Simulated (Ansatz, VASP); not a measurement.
## One calculation of MnCl3, two programs

```
CELL_PARAMETERS angstrom
4.63158 0.00000 0.00000
0.00000 4.63158 0.00000
0.00000 0.00000 4.63158
ATOMIC_POSITIONS crystal
Mn 0.00000 0.00000 0.00000
Cl 0.50000 0.00000 0.00000
Cl 0.00000 0.00000 0.50000
Cl 0.00000 0.50000 0.00000
```

Alike in both runs: task single point; functional PBEsol; k mesh 6 × 6 × 6; occupations gaussian, width 0.05 eV; collinear spin.

|  | VASP | Ansatz |
| --- | --- | --- |
| version | VASP 6.6.1 | Ansatz 0.2.0 |
| potentials or method | VASP PAW PBE potentials, release 64 (Mn_pv, Cl), cutoff 520 eV | scalar-relativistic, plane waves, PAW |
| valence electrons in the cell | 34 | 36 |

VASP gave:

- gap on the k mesh at the Fermi level (eV): none
- pressure (GPa): 1.1
- net moment per atom (μB): 1.00
- size of the moment on the site where the two differ most (μB): 3.61

Question: What did Ansatz give for the same quantities?

Answer: gap on the k mesh at the Fermi level (eV): none; pressure (GPa): 1.1; net moment per atom (μB): 1.00; size of the moment on the site where the two differ most (μB): 3.45.

VASP's potentials were made for PBE, not for PBEsol. Site moments also hang on the region over which each program counts them. A gap of «none» marks a metal or a gap that the smearing closes. VASP's potentials hold 34 valence electrons a cell and Ansatz's 36, so a difference there can come from the potentials and not from the codes.
